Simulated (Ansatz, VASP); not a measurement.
SiC5 in VASP and in Ansatz

```
Si C
1.0
     3.59615    0.00000    0.00000
    -1.79807    3.11436    0.00000
     0.00000    0.00000    8.19457
Si C
1 5
Direct
  0.00000 0.00000 0.50000
  0.33333 0.66667 0.50000
  0.00000 0.77479 0.00000
  0.77479 0.00000 0.00000
  0.22521 0.22521 0.00000
  0.66667 0.33333 0.50000
```

Change from the starting cell: species swapped into the MgAu5 type (P-62m, No. 189).

Alike in both runs: functional PBE; k mesh 12 × 12 × 6; occupations gaussian, width 0.1 eV; no spin polarisation.

Ansatz relaxed the structure, and its values are those at the end. VASP's run is a single point on that final structure, the one shown.

|  | VASP | Ansatz |
| --- | --- | --- |
| version | VASP 6.6.1 | Ansatz 0.2.0 |
| potentials or method | VASP PAW PBE potentials, release 64 (Si, C), cutoff 520 eV | scalar-relativistic, plane waves, PAW |
| valence electrons in the cell | 24 | 24 |

```csv
,VASP,Ansatz,Ansatz less VASP
gap on the k mesh at the Fermi level (eV),none,none,-
pressure (GPa),0.2,0.0,-0.24
rms of the force components (eV/Å),0.075,0.000,-0.0753
```

A gap of «none» marks a metal or a gap that the smearing closes. With one functional, cell and mesh, what is left measures potentials, basis and numerics.
